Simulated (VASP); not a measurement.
A run of VASP 6.6.1:

File INCAR:

```
SYSTEM = Al3B2Sb
ALGO = Normal
EDIFF = 1E-7
ENCUT = 520
GGA = PE
ISIF = 2
ISMEAR = 0
LASPH = .TRUE.
LCHARG = .TRUE.
LELF = .TRUE.
LREAL = .FALSE.
LVHAR = .TRUE.
LWAVE = .FALSE.
NBANDS = 32
NELM = 80
PREC = Accurate
SIGMA = 0.2
```

The input KPOINTS:

```
k-points
0
G
  6 4 2
  0 0 0
```

Contents of POSCAR:

```
Al3B2Sb
1.0
    0.0000000000      0.0000000000     -3.2339459074
    2.8010195687     -4.8515082002      0.0000000000
   -8.4030586961     -4.8515082060      0.0000000000
Al B Sb
6 4 2
Direct
    1.0000000000      0.5000000000      1.0000000000
    1.0000000000      0.0000000000      0.5000000000
    0.0000000000      0.2500000000      0.7500000000
    0.0000000000      0.7500000000      0.2500000000
    0.0000000000      0.7500000000      0.7500000000
    0.0000000000      0.2500000000      0.2500000000
    0.5000000000      0.5000000000      0.8333333333
    0.5000000000      0.0000000000      0.3333333333
    0.5000000000      1.0000000000      0.6666666667
    0.5000000000      0.5000000000      0.1666666667
    0.5000000000      0.5000000000      0.5000000000
    0.5000000000      0.0000000000      1.0000000000
```

Potentials or basis: VASP PAW PBE potentials, release 64 (Al, B, Sb).

The run is started by

```bash
$ cat potpaw_PBE.64/Al/POTCAR potpaw_PBE.64/B/POTCAR potpaw_PBE.64/Sb/POTCAR > POTCAR
$ mpirun -np 1 vasp_std > vasp.out
```

Hardware: 1 thread of Intel Xeon 8259CL (shared host).

Question: Estimate the wall time of this run.

Answer: It took 3.7 min on 1 thread of Intel Xeon 8259CL, on a shared host, peak memory 0.32 GiB. Counts: scf iterations 14, k points 24.
